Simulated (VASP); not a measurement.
# Ga2Ge2O3 (Cmm2) in VASP: single point with PBE

Aim: the single point of Ga2Ge2O3 with PBE.

Program: VASP 6.6.1. These are calculated values, not measurements. Logs are shortened: lines on timing, memory, paths and dates and some standing lists are left out, and cuts for length are marked.

## (1) The cell of the first run

It takes space group Cmm2 (No. 35, orthorhombic). Conventional cell: a = 6.258 Å, b = 7.048 Å, c = 4.653 Å, α = 90.00°, β = 90.00°, γ = 90.00°. Ga (site symmetry m) has 3 O at 1.97 to 2.18 Å within 2.6 Å. Ge (site symmetry m) has 3 O at 2.06 to 2.36 Å and 1 Ge at 2.56 Å and 2 Ga at 2.80 Å within 2.9 Å. Within 2.6 Å of O (site symmetry 2) lie 2 Ga at 1.97 Å and 2 Ge at 2.36 Å. Within 2.7 Å of O (site symmetry mm2) lie 2 Ge at 2.06 Å and 2 Ga at 2.18 Å.

The cell was generated, and may not be a known phase.

## (2) Single point, PBE

Input file INCAR:

```
ALGO = Normal
EDIFF = 1E-6
ENCUT = 520
GGA = PE
ISIF = 2
ISMEAR = 0
LASPH = T
LCHARG = T
LELF = T
LREAL = F
LVHAR = T
LWAVE = F
NBANDS = 45
NELM = 60
PREC = Accurate
SIGMA = 0.02
```

Input file KPOINTS:

```
k-points
0
Gamma
  8 8 8
```

Input file POSCAR:

```
Ga2Ge2O3
1.0
    3.1291245634     -3.5240369413      0.0000000000
    3.1291245634      3.5240369413      0.0000000000
    0.0000000000      0.0000000000      4.6527204357
Ga Ge O
2 2 3
Direct
    0.7260052207      0.2739947793      0.6103074137
    0.2739947793      0.7260052207      0.6103074137
    0.2951290378      0.2951290378      0.0224819771
    0.7048709622      0.7048709622      0.0224819771
    0.5000000000      0.0000000000      0.3542558740
    0.0000000000      0.5000000000      0.3542558740
    0.0000000000      0.0000000000      0.8265655001
```

Potentials or basis: VASP PAW PBE potentials, release 64 (Ga_d, Ge_d, O).

Launch:

```console
cat potpaw_PBE.64/Ga_d/POTCAR potpaw_PBE.64/Ge_d/POTCAR potpaw_PBE.64/O/POTCAR > POTCAR
mpirun -np 1 vasp_std > vasp.out
```

OUTCAR:

```text
EDIFF = 1E-6
   ENCUT = 520
   GGA = PE
   ISIF = 2
   ISMEAR = 0
   LASPH = T
   LREAL = F
   NELM = 60
   PREC = Accurate

 ion  position               nearest neighbor table
   1  0.726  0.274  0.610-   5 1.97   6 1.97   7 2.18   4 2.80   3 2.80
   2  0.274  0.726  0.610-   5 1.97   6 1.97   7 2.18   4 2.80   3 2.80
   3  0.295  0.295  0.022-   7 2.06   6 2.36   5 2.36   4 2.56   1 2.80   2 2.80
   4  0.705  0.705  0.022-   7 2.06   6 2.36   5 2.36   3 2.56   1 2.80   2 2.80
   5  0.500  0.000  0.354-   1 1.97   2 1.97   3 2.36   4 2.36
   6  0.000  0.500  0.354-   1 1.97   2 1.97   3 2.36   4 2.36
   7  0.000  0.000  0.827-   3 2.06   4 2.06   1 2.18   2 2.18

  LATTYP: Found a base centered orthorhombic cell.
 ALAT       =     6.2582491268
 B/A-ratio  =     1.1262053874
 C/A-ratio  =     0.7434540143

  Lattice vectors:

 A1 = (   3.1291245634,  -3.5240369413,   0.0000000000)
 A2 = (   3.1291245634,   3.5240369413,   0.0000000000)
 A3 = (   0.0000000000,   0.0000000000,   4.6527204357)

Analysis of symmetry for initial positions (statically):
=====================================================================
 Subroutine PRICEL returns:
 Original cell was already a primitive cell.

 Routine SETGRP: Setting up the symmetry group for a
 base centered orthorhombic supercell.

 Subroutine GETGRP returns: Found  4 space group operations
 (whereof  4 operations were pure point group operations)
 out of a pool of  8 trial point group operations.

The static configuration has the point symmetry C_2v.

Analysis of symmetry for dynamics (positions and initial velocities):
=====================================================================
 Subroutine PRICEL returns:
 Original cell was already a primitive cell.

 Routine SETGRP: Setting up the symmetry group for a
 base centered orthorhombic supercell.

 Subroutine GETGRP returns: Found  4 space group operations
 (whereof  4 operations were pure point group operations)
 out of a pool of  8 trial point group operations.

The dynamic configuration has the point symmetry C_2v.

 Subroutine INISYM returns: Found  4 space group operations
 (whereof  4 operations are pure point group operations),
 and found     1 'primitive' translations

----------------------------------------------------------------------------------------

                                     Primitive cell

  volume of cell :     102.6125

  direct lattice vectors                    reciprocal lattice vectors
     3.129124563 -3.524036941  0.000000000     0.159789101 -0.141882735  0.000000000
     3.129124563  3.524036941  0.000000000     0.159789101  0.141882735  0.000000000
     0.000000000  0.000000000  4.652720436     0.000000000  0.000000000  0.214928022

  length of vectors
     4.712775923  4.712775923  4.652720436     0.213689652  0.213689652  0.214928022

  position of ions in fractional coordinates (direct lattice)
     0.726005221  0.273994779  0.610307414
     0.273994779  0.726005221  0.610307414
     0.295129038  0.295129038  0.022481977
     0.704870962  0.704870962  0.022481977
     0.500000000  0.000000000  0.354255874
     0.000000000  0.500000000  0.354255874
     0.000000000  0.000000000  0.826565500

  ion indices of the primitive-cell ions
   primitive index   ion index
                 1           1
                 2           2
                 3           3
                 4           4
                 5           5
                 6           6
                 7           7

----------------------------------------------------------------------------------------

 KPOINTS: k-points

Automatic generation of k-mesh.
 Grid dimensions read from file:
 generate k-points for:    8    8    8

 Generating k-lattice:

  Cartesian coordinates                     Fractional coordinates (reciprocal lattice)
     0.019973638 -0.017735342  0.000000000     0.125000000  0.000000000  0.000000000
     0.019973638  0.017735342  0.000000000     0.000000000  0.125000000  0.000000000
     0.000000000  0.000000000  0.026866003     0.000000000  0.000000000  0.125000000

  Length of vectors
     0.026711206  0.026711206  0.026866003

  Shift w.r.t. Gamma in fractional coordinates (k-lattice)
     0.000000000  0.000000000  0.000000000

 Subroutine IBZKPT returns following result:
 ===========================================

 Found    105 irreducible k-points:

 Following reciprocal coordinates:
            Coordinates               Weight
  0.000000  0.000000  0.000000      1.000000
  0.125000  0.000000  0.000000      4.000000
  0.250000  0.000000  0.000000      4.000000
  0.375000  0.000000  0.000000      4.000000
  0.500000  0.000000  0.000000      2.000000
  0.125000  0.125000  0.000000      2.000000
[... 16 lines left out ...]
  0.125000  0.000000  0.125000      8.000000
  0.250000  0.000000  0.125000      8.000000
 [... further k-points ...]
   k-points           NKPTS =    105   k-points in BZ     NKDIM =    105   number of bands    NBANDS=     45
   number of dos      NEDOS =    301   number of ions     NIONS =      7
   total plane-waves  NPLWV =  46656
   dimension x,y,z NGX =    36 NGY =   36 NGZ =   36
   dimension x,y,z NGXF=    72 NGYF=   72 NGZF=   72
   ions per type =               2   2   3
   NGX,Y,Z   is equivalent  to a cutoff of  12.70, 12.70, 12.86 a.u.
   NGXF,Y,Z  is equivalent  to a cutoff of  25.40, 25.40, 25.73 a.u.
 SYSTEM =  unknown system
   PREC   = accura    normal or accurate (medium, high low for compatibility)
   ISTART =      0    job   : 0-new  1-cont  2-samecut
   ICHARG =      2    charge: 1-file 2-atom 10-const
   ISPIN  =      1    spin polarized calculation?
   LNONCOLLINEAR =      F non collinear calculations
   LSORBIT =      F    spin-orbit coupling
   LASPH  =      T    aspherical Exc in radial PAW
   ENCUT  =  520.0 eV  38.22 Ry    6.18 a.u.   8.76  8.76  8.65*2*pi/ulx,y,z
   NELM   =     60;   NELMIN=  2; NELMDL= -5     # of ELM steps
   EDIFF  = 0.1E-05   stopping-criterion for ELM
   LREAL  =      F    real-space projection
   EDIFFG = 0.1E-04   stopping-criterion for IOM
   NSW    =      0    number of steps for IOM
   IBRION =     -1    ionic relax: 0-MD 1-quasi-New 2-CG
   NFREE  =      0    steps in history (QN), initial steepest desc. (CG)
   ISIF   =      2    stress and relaxation
   ISYM   =      2    0-nonsym 1-usesym 2-fastsym
   POTIM  = 0.5000    time-step for ionic-motion
   TEBEG  =    0.0;   TEEND  =   0.0 temperature during run
   PSTRESS=    0.0 pullay stress
   NELECT =      72.0000    total number of electrons
   NUPDOWN=      -1.0000    fix difference up-down
   EMIN   =  10.00;   EMAX   =-10.00  energy-range for DOS
   EFERMI =   0.00;   METHOD = LEGACY
   ISMEAR =     0;   SIGMA  =   0.02  broadening in eV -4-tet -1-fermi 0-gaus
   EFERMI_NEDOS =   21; number of points for ismear=-14 and -15
   IALGO  =     38    algorithm
   IMIX   =      4    mixing-type and parameters
     AMIX     =   0.40;   BMIX     =  1.00
     AMIX_MAG =   1.60;   BMIX_MAG =  1.00
  volume/ion in A,a.u.               =      14.66        98.92
  Fermi-wavevector in a.u.,A,eV,Ry     =   1.454741  2.749061 28.793607  2.116270
  Thomas-Fermi vector in A             =   2.571856
   LORBIT       =      0    0 simple, 1 ext, 2 COOP (PROOUT), +10 PAW based schemes
   GGA     = PE    functional components
   LHFCALC =     F    Hartree Fock is set to
   AEXX    =    0.0000 exact exchange contribution
   IVDW    =     0    specifies the selected vdW correction
   LEPSILON=     F    determine dielectric tensor
   LRPA    =     F    only Hartree local field effects (RPA)
 non-spin polarized calculation
 Gauss-broadening in eV      SIGMA  =   0.02
  energy-cutoff  :      520.00
  volume of cell :      102.61
 maximum number of plane-waves:      2783
   NGX = 17   NGY = 17   NGZ = 17

 number of electron      71.9999998 magnetization

 Free energy of the ion-electron system (eV)
  ---------------------------------------------------
  ext. energy  EPLUGINS =         0.00000000
  ---------------------------------------------------
  free energy    TOTEN  =       -35.76096777 eV

  energy without entropy =      -35.76096777  energy(sigma->0) =      -35.76096777

 E-fermi :   5.2031     XC(G=0): -10.7569

 val. band max:        5.1396856366   @ k =   0.5000   0.5000   0.5000
 cond. band min:       5.2686386227   @ k =   0.0000   0.0000   0.1250
 fundamental gap:      0.1289529861
 Fermi energy:         5.2031248621

 k-point     1 :       0.0000    0.0000    0.0000
  band No.  band energies     occupation
      1     -19.7940      2.00000
      2     -19.7196      2.00000
      3     -19.7002      2.00000
      4     -19.6698      2.00000
      5     -19.6628      2.00000
      6     -19.6572      2.00000
[... 37 lines left out ...]
     44      12.3387      0.00000
     45      13.3911      0.00000

 k-point     2 :       0.1250    0.0000    0.0000
  band No.  band energies     occupation
      1     -19.7897      2.00000
      2     -19.7186      2.00000
      3     -19.6998      2.00000
      4     -19.6692      2.00000
      5     -19.6622      2.00000
      6     -19.6582      2.00000
[... 37 lines left out ...]
     44      12.2897      0.00000
     45      13.2382      0.00000

 k-point     3 :       0.2500    0.0000    0.0000
  band No.  band energies     occupation
      1     -19.7784      2.00000
      2     -19.7156      2.00000
      3     -19.6990      2.00000
      4     -19.6677      2.00000
      5     -19.6611      2.00000
      6     -19.6606      2.00000
[... 997 lines left out ...]
     44      12.3334      0.00000
     45      13.1116      0.00000

 k-point    24 :       0.2500    0.0000    0.1250
  band No.  band energies     occupation
      1     -19.7784      2.00000
      2     -19.7156      2.00000
      3     -19.6990      2.00000
      4     -19.6678      2.00000
      5     -19.6611      2.00000
      6     -19.6604      2.00000
[... 37 lines left out ...]
     44      12.2803      0.00000
     45      12.6130      0.00000

 [... further k-points ...]

------------------------ aborting loop because EDIFF is reached ----------------------------------------

  FORCE on cell =-STRESS in cart. coord.  units (eV):
  Direction    XX          YY          ZZ          XY          YZ          ZX
  --------------------------------------------------------------------------------------
  -------------------------------------------------------------------------------------
  Total        0.2934833      0.0657189      0.1642413      0.0000000      0.0000000      0.0000000
  in kB        4.5824081      1.0261252      2.5644414      0.0000000      0.0000000      0.0000000
  external PRESSURE =       2.7243249 kB  Pullay stress =       0.0000000 kB

 VOLUME and BASIS-vectors are now :
 -----------------------------------------------------------------------------
  energy-cutoff  :      520.00
  volume of cell :      102.61
      direct lattice vectors                 reciprocal lattice vectors
     3.129124563 -3.524036941  0.000000000     0.159789101 -0.141882735  0.000000000
     3.129124563  3.524036941  0.000000000     0.159789101  0.141882735  0.000000000
     0.000000000  0.000000000  4.652720436     0.000000000  0.000000000  0.214928022

 POSITION                                       TOTAL-FORCE (eV/Angst)
 -----------------------------------------------------------------------------------
      3.12912     -1.59290      2.83959         0.000000      0.029699      0.048581
      3.12912      1.59290      2.83959         0.000000     -0.029699      0.048581
      1.84699      0.00000      0.10460         0.027175     -0.000000      0.006761
      4.41126      0.00000      0.10460        -0.027175     -0.000000      0.006761
      1.56456     -1.76202      1.64825        -0.000000      0.000000     -0.050749
      1.56456      1.76202      1.64825         0.000000     -0.000000     -0.050749
      0.00000      0.00000      3.84578         0.000000     -0.000000     -0.009186
 -----------------------------------------------------------------------------------
    total drift:                               -0.000000      0.000000      0.002126

  FREE ENERGIE OF THE ION-ELECTRON SYSTEM (eV)
  ---------------------------------------------------
  free  energy   TOTEN  =       -35.7609677710 eV

  energy  without entropy=      -35.7609677691  energy(sigma->0) =      -35.76096777
```

Run time: 14 min. Hardware: 1 thread of Intel Xeon 8259CL, shared host; peak memory 0.5 GiB.

Results:

```yaml
Free_energy: -35.7610 eV
Pressure: 0.3 GPa
Largest_force: 0.057 eV/Å
Band_gap_on_the_k_mesh: 0.13 eV (least direct gap 0.33 eV)
```

Forces on the atoms (eV/Å):
```
Ga   0.000  0.030  0.049
Ga   0.000 -0.030  0.049
Ge   0.027  0.000  0.007
Ge  -0.027  0.000  0.007
O    0.000  0.000 -0.051
O    0.000  0.000 -0.051
O    0.000  0.000 -0.009
```

Levels at points of the mesh, in eV from the valence-band top:
| k point | band 32 | band 33 | band 34 | band 35 | band 36 | band 37 | band 38 | band 39 | band 40 | band 41 |
| --- | --- | --- | --- | --- | --- | --- | --- | --- | --- | --- |
| (0.00, 0.00, 0.00) | -3.60 | -3.51 | -0.68 | -0.50 | -0.49 | 0.22 | 0.32 | 1.04 | 3.12 | 3.64 |
| (0.50, 0.00, 0.00) | -4.07 | -3.59 | -3.50 | -0.94 | -0.48 | 1.72 | 2.62 | 2.66 | 3.55 | 4.23 |
| (0.50, 0.50, 0.00) | -3.71 | -3.21 | -1.77 | -1.58 | -1.34 | 1.53 | 2.79 | 3.70 | 4.04 | 4.17 |
| (0.00, 0.00, 0.50) | -3.73 | -3.58 | -3.10 | -1.03 | -0.79 | 1.71 | 1.79 | 2.97 | 3.78 | 4.51 |
| (0.50, 0.00, 0.50) | -3.88 | -3.45 | -2.52 | -1.04 | -0.98 | 1.85 | 2.70 | 3.03 | 3.31 | 4.52 |
| (0.50, 0.50, 0.50) | -3.61 | -3.19 | -1.35 | -0.21 | 0.00 | 0.73 | 1.02 | 1.04 | 4.24 | 4.30 |
